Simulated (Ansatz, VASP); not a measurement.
# Two plane-wave programs on TiO2

INCAR

```
SYSTEM = TiO2
ALGO     = Normal         ! electronic algorithm
EDIFF    = 1E-6           ! SCF threshold, eV
ENCUT    = 520            ! plane-wave cutoff, eV
GGA      = PE             ! functional
ISIF     = 2              ! what is computed and relaxed
ISMEAR   = 0              ! smearing method
LASPH    = .True.         ! aspherical terms in the spheres
LCHARG   = .False.        ! write CHGCAR
LREAL    = .False.        ! projectors in reciprocal space
LWAVE    = .False.        ! write WAVECAR
NBANDS   = 60             ! bands
NELM     = 60             ! most SCF steps
PREC     = Accurate       ! precision mode
SIGMA    = 0.05           ! smearing width, eV
```

KPOINTS

```
k-points
0
Gamma
  7 7 3
  0 0 0
```

The input POSCAR:

```
TiO2
1.0
   -3.7992225376      0.0000000000      0.0000000000
    0.0000000000     -3.7992225376      0.0000000000
    0.0000000000      0.0000000000     10.1968968543
Ti O
4 8
Direct
    0.0000000000      1.0000000000      0.5943534215
    0.5000000000      0.5000000000      0.1188706843
    0.5000000000      0.0000000000      0.3566120529
    0.0000000000      0.5000000000      0.8320947901
    0.0000000000      0.0000000000      0.7907341881
    0.5000000000      0.5000000000      0.3152514510
    0.5000000000      0.0000000000      0.5529928195
    0.0000000000      0.5000000000      0.0775100824
    0.5000000000      0.0000000000      0.1602312862
    0.0000000000      0.5000000000      0.6357140234
    0.0000000000      0.0000000000      0.3979726548
    0.5000000000      0.5000000000      0.8734553920
```

Input for Ansatz:

```yaml
crystal:
  lattice:
    - [-3.7992225376, 0.0, 0.0]
    - [0.0, -3.7992225376, 0.0]
    - [0.0, 0.0, 10.1968968543]
  atoms:
    - { symbol: Ti, position: [0.0, 1.0, 0.5943534215] }
    - { symbol: Ti, position: [0.5, 0.5, 0.1188706843] }
    - { symbol: Ti, position: [0.5, 0.0, 0.3566120529] }
    - { symbol: Ti, position: [0.0, 0.5, 0.8320947901] }
    - { symbol: O, position: [0.0, 0.0, 0.7907341881] }
    - { symbol: O, position: [0.5, 0.5, 0.315251451] }
    - { symbol: O, position: [0.5, 0.0, 0.5529928195] }
    - { symbol: O, position: [0.0, 0.5, 0.0775100824] }
    - { symbol: O, position: [0.5, 0.0, 0.1602312862] }
    - { symbol: O, position: [0.0, 0.5, 0.6357140234] }
    - { symbol: O, position: [0.0, 0.0, 0.3979726548] }
    - { symbol: O, position: [0.5, 0.5, 0.873455392] }
basis:
  ecutwfc: 420
kpoints:
  mp_grid: { grid: [7, 7, 3] }
hamiltonian:
  xc: pbe
scf:
  occupations: { method: gaussian, width: 0.05 }
output:
  forces: true
  stress: true
  eigenvalues: true
```

Alike in both runs: task single point; functional PBE; k mesh 7 × 7 × 3; occupations gaussian, width 0.05 eV; no spin polarisation.

|  | VASP | Ansatz |
| --- | --- | --- |
| version | VASP 6.6.1 | Ansatz 0.2.0 |
| potentials or method | VASP PAW PBE potentials, release 64 (Ti_sv, O), cutoff 520 eV | scalar-relativistic, plane waves, PAW |
| valence electrons in the cell | 96 | 96 |

```tsv
	VASP	Ansatz	Ansatz less VASP
gap on the k mesh at the Fermi level (eV)	1.80	1.82	+0.023
least direct gap on the mesh (eV)	2.02	2.05	+0.021
pressure (GPa)	-4.9	-5.5	-0.61
traceless stress, the component that is largest in VASP (GPa)	5.79	5.74	-0.049
rms of the force components (eV/Å)	0.263	0.258	-0.0053
```

Atom by atom the forces differ by 0.015 eV/Å (rms over components).
